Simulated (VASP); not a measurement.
Here is a VASP 6.6.1 calculation.

The input INCAR:

```
ALGO = Normal
EDIFF = 1E-6
ENCUT = 520
GGA = PE
GGA_COMPAT = False
ISIF = 2
ISMEAR = -1
ISYM = -1
LASPH = True
LCHARG = False
LREAL = Auto
LWAVE = False
NBANDS = 89
NELECT = 136.0
NELM = 120
PREC = Accurate
SIGMA = 0.01
```

The input KPOINTS:

```
explicit points
1
Reciprocal
  0.25000000   0.25000000   0.25000000 1
```

The input POSCAR:

```
Mg16O17
1.0
   -4.2543812300      4.2543812300      4.2543812300
    4.2543812300     -4.2543812300      4.2543812300
    4.2543812300      4.2543812300     -4.2543812300
Mg O
16 17
Direct
   -0.0318652685     -0.0319497696     -0.0078821098
    0.0062475595      0.2470926894      0.7499826244
    0.0015267790      0.4996630262      0.4993385372
    0.0113391343      0.7606555043      0.2756865068
    0.2471386421      0.0061992564      0.7500216430
    0.2629018039      0.2627680595      0.4983140639
    0.2339442439      0.4873250393      0.2263136395
    0.2541992458      0.7520097112      0.0043391739
    0.4998836223      0.0014755377      0.4993706218
    0.4877136974      0.2337202395      0.2264218809
    0.5127866738      0.5126376510      0.0052324883
    0.4823324213      0.7650959855      0.7534019230
    0.7608887932      0.0110126473      0.2756708759
    0.7522107980      0.2541281426      0.0043088522
    0.7651630928      0.4824917865      0.7534814881
    0.7218724261      0.7217685332      0.5054471811
    0.0173361286      0.0172191903      0.5209872788
   -0.0115666644      0.2489152812      0.2474163558
    0.0051859480      0.5042951922      0.0036364865
    0.0398302340      0.7514582796      0.7524586601
    0.2491186010     -0.0117652832      0.2474278733
    0.2453325040      0.2452488255     -0.0226007014
    0.2547973351      0.5040952806      0.7514868384
    0.2521916683      0.7530072710      0.4996864139
    0.5044154212      0.0049714633      0.0035796040
    0.5041625054      0.2546752257      0.7515024694
    0.4287394339      0.4284705346      0.3985926292
    0.4930868642      0.7530984711      0.2554689957
    0.7516053045      0.0398672547      0.7524584251
    0.7531562939      0.2520379444      0.4996384633
    0.7532952095      0.4928867176      0.2554893276
    0.7769463575      0.7766404376      0.0957973623
    0.6957976589      0.6959848777      0.7470977160
```

Potentials or basis: VASP PAW PBE potentials, release 64 (Mg, O).

Launch:

```console
$ cat potpaw_PBE.64/Mg/POTCAR potpaw_PBE.64/O/POTCAR > POTCAR
$ mpirun -np 1 vasp_std > vasp.out
```

(1) What does it give for the largest force?

Results:

(1) 0.863 eV/Å.

Caveat: the cell carries a net charge on a neutralising background, which shifts energy and pressure.
